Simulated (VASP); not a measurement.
## Re: single point with PBE

Crystal: Re.

```
Re
1.0
     2.55022    0.00000    0.00000
    -1.27511    2.20855    0.00000
     0.00000    0.00000    4.07776
Re
2
Direct
  0.33333 0.66667 0.25000
  0.66667 0.33333 0.75000
```

This cell differs from its parent crystal: volume scaled by 0.9405.

```yaml
Program: VASP 6.6.1
Task: single point
Functional: PBE
Potentials_or_basis: VASP PAW PBE potentials, release 64 (Re)
Cutoff: 520 eV
k_mesh: 14 × 14 × 8
Occupations: fermi-dirac, width 0.05 eV
Spin: no spin polarisation
```

```json
{
 "Pressure": "173.7 GPa",
 "Band gap on the k mesh": "zero (band 7 reaches 13.41 eV, above the bottom of band 8 at 8.65 eV)"
}
```

Stress tensor (GPa, compression positive):
```
170.60   0.00   0.00
  0.00 170.60   0.00
  0.00   0.00 179.93
```

Levels at points of the mesh, in eV from the Fermi level:
```tsv
k point	band 4	band 5	band 6	band 7	band 8	band 9	band 10	band 11
(0.00, 0.00, 0.00)	-2.46	-2.22	-1.17	-1.17	0.00	0.00	1.68	4.57
(0.50, 0.00, 0.00)	-3.04	-1.62	-1.62	-0.63	5.56	6.40	6.41	8.65
(0.00, 0.00, 0.50)	-3.03	-2.65	-2.65	-2.65	-2.65	3.59	3.59	3.59
(0.50, 0.00, 0.50)	-5.81	0.34	0.34	1.74	1.74	6.05	6.05	6.76
```

Run time: 56 s on 1 thread of Intel(R) Xeon(R) Platinum 8375C CPU @ 2.90GHz (Ice Lake), with other jobs on the host, peak memory 0.16 GiB.

Caveat: spin-orbit coupling is left out, which moves the levels of the heavy elements.
